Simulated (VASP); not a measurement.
Set up this calculation in VASP 6.6.1, as the native input.

```
Task                   : single point
Functional             : LDA
Potentials or basis    : VASP PAW LDA potentials, release 64 (Mn_sv, Pt_sv_GW)
Cutoff                 : 600 eV
k mesh                 : 8 × 8 × 8
Occupations            : fermi-dirac, width 0.1 eV
Spin                   : collinear spin, antiferromagnetic start
Starting moments       : [4.5, -4.5, 0.0, 0.0] μB
Hubbard terms          : Mn d U = 4.6 eV
Dipole correction      : no
Further INCAR settings : ALGO = Normal; EDIFF = 1e-06; NBANDS = 45
```

The structure of MnPt lies in POSCAR:

```
MnPt
1.0
   -2.7258966400     -2.7258966400      0.0000000000
   -2.7258966400      2.7258966400      0.0000000000
    0.0000000000      0.0000000000     -3.7120000000
Mn Pt
2 2
Direct
    0.0000000000      0.0000000000      0.0000000000
    0.5000000000      0.5000000000      0.0000000000
    0.0000000000      0.5000000000      0.5000000000
    0.5000000000      0.0000000000      0.5000000000
```

One way to write it, as run:

INCAR

```
  ALGO = Normal
  EDIFF = 1E-6
  ENCUT = 600
  GGA_COMPAT = F
  ISIF = 2
  ISMEAR = -1
  ISPIN = 2
  LASPH = T
  LCHARG = F
  LDAU = T
  LDAUJ = 0 0
  LDAUL = 2 -1
  LDAUPRINT = 1
  LDAUTYPE = 2
  LDAUU = 4.6 0
  LMAXMIX = 4
  LORBIT = 11
  LREAL = F
  LWAVE = F
  MAGMOM = 4.5 -4.5 0 0
  NBANDS = 45
  NELM = 200
  PREC = Accurate
  SIGMA = 0.1
```

KPOINTS

```
k-points
0
Gamma
  8 8 8
```

Potentials or basis: VASP PAW LDA potentials, release 64 (Mn_sv, Pt_sv_GW).

Command:

```console
$ cat potpaw_LDA.64/Mn_sv/POTCAR potpaw_LDA.64/Pt_sv_GW/POTCAR > POTCAR
$ mpirun -np 1 vasp_std > vasp.out
```

Results of the run:

| Property | Result |
| --- | --- |
| Pressure | 9.7 GPa |
| Band gap on the k mesh | zero (filled and empty bands overlap) |
| Net moment | 0.00 μB per cell |
| Site moments | Mn +4.05, -4.05; Pt +0.00 μB |
| Valence electrons inside the program's atomic spheres | Mn 12.92; Pt 18.61 |

Caveat: the stress differs along the axes, from 4 to 12 GPa; the antiferromagnetic order is the one typed at the start, and another may lie lower; spin-orbit coupling is left out, which moves the levels of the heavy elements; the U is typed as a test and isn't derived for this compound.

It took 7.4 min on 1 thread of Intel(R) Xeon(R) Platinum 8488C (Sapphire Rapids) (shared host), peak memory 0.41 GiB.
